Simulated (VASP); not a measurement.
Write the native input for VASP 6.6.1 that does the following.

| Quantity | Value |
| --- | --- |
| Task | single point |
| Functional | r2SCAN |
| Potentials or basis | VASP PAW PBE potentials, release 64 (Ba_sv, Al, Sr_sv) |
| Cutoff | 520 eV |
| k mesh | 5 × 5 × 5 |
| Occupations | methfessel-paxton, width 0.1791 eV |
| Spin | no spin polarisation |
| Dipole correction | no |
| Further INCAR settings | ALGO = Normal; EDIFF = 1e-06; NBANDS = 37 |

Ba2Sr3Al2:

```
Ba Al Sr
1.0
     0.00000    0.00000    5.39284
     5.37773    0.00000    0.00000
     2.68887   10.94938   -2.69642
Ba Al Sr
2 2 3
Direct
  0.33961 0.66039 0.67922
  0.66039 0.33961 0.32078
  0.44230 0.05770 0.88461
  0.55770 0.94230 0.11539
  0.00000 0.50000 0.00000
  0.15448 0.84552 0.30897
  0.84552 0.15448 0.69103
```

The input as run:

POSCAR

```
Ba2Sr3Al2
1.0
    0.0000000000      0.0000001312      5.3928350613
    5.3777331187     -0.0000001308      0.0000000000
    2.6888668256     10.9493823253     -2.6964177969
Ba Al Sr
2 2 3
Direct
    0.3396121634      0.6603878366      0.6792243268
    0.6603878366      0.3396121634      0.3207756732
    0.4423040306      0.0576959694      0.8846080612
    0.5576959694      0.9423040306      0.1153919388
    0.0000000000      0.5000000000      0.0000000000
    0.1544842839      0.8455157161      0.3089685678
    0.8455157161      0.1544842839      0.6910314322
```

INCAR.step1

```
PREC     = Accurate       # precision mode
ENCUT    = 520            # plane-wave cutoff, eV
ISMEAR   = 1              # smearing method
SIGMA    = 0.1791         # smearing width, eV
LREAL    = False          # projectors in reciprocal space
LASPH    = True           # aspherical terms in the spheres
NELM     = 100            # most SCF steps
NBANDS   = 37             # bands
GGA      = PE             # functional
ALGO     = Normal         # electronic algorithm
EDIFF    = 1E-4           # SCF threshold, eV
LWAVE    = True           # write WAVECAR
LCHARG   = False          # write CHGCAR
```

INCAR.step2

```
PREC     = Accurate       # precision mode
ENCUT    = 520            # plane-wave cutoff, eV
EDIFF    = 1E-6           # SCF threshold, eV
ISMEAR   = 1              # smearing method
SIGMA    = 0.1791         # smearing width, eV
LREAL    = False          # projectors in reciprocal space
LASPH    = True           # aspherical terms in the spheres
NELM     = 100            # most SCF steps
ALGO     = Normal         # electronic algorithm
ISIF     = 2              # what is computed and relaxed
LWAVE    = False          # write WAVECAR
LCHARG   = True           # write CHGCAR
METAGGA  = R2SCAN         # meta-GGA
LMIXTAU  = True         
LELF     = True           # ELF
LVHAR    = True         
NBANDS   = 37             # bands
ISTART   = 1
```

KPOINTS

```
Automatic mesh
0
Gamma
  5 5 5
```

Potentials or basis: VASP PAW PBE potentials, release 64 (Ba_sv, Al, Sr_sv).

Command:

```sh
$ cat potpaw_PBE.64/Ba_sv/POTCAR potpaw_PBE.64/Al/POTCAR potpaw_PBE.64/Sr_sv/POTCAR > POTCAR
$ cp INCAR.step1 INCAR
$ mpirun -np 1 vasp_std > vasp.out
$ cp INCAR.step2 INCAR
$ mpirun -np 1 vasp_std > vasp.out
```

It gave:

```yaml
Pressure: 0.1 GPa
Largest_force: 0.030 eV/Å
Band_gap_on_the_k_mesh: zero (bands 28 and 29 overlap by 0.26 eV)
```

Caveat: the PAW data sets were made with another functional, which shifts forces and pressure a little; spin-orbit coupling is left out, which moves the levels of the heavy elements.

Run time: 42 min on 1 thread of Intel Xeon 8259CL, with other jobs on the host, peak memory 0.6 GiB.
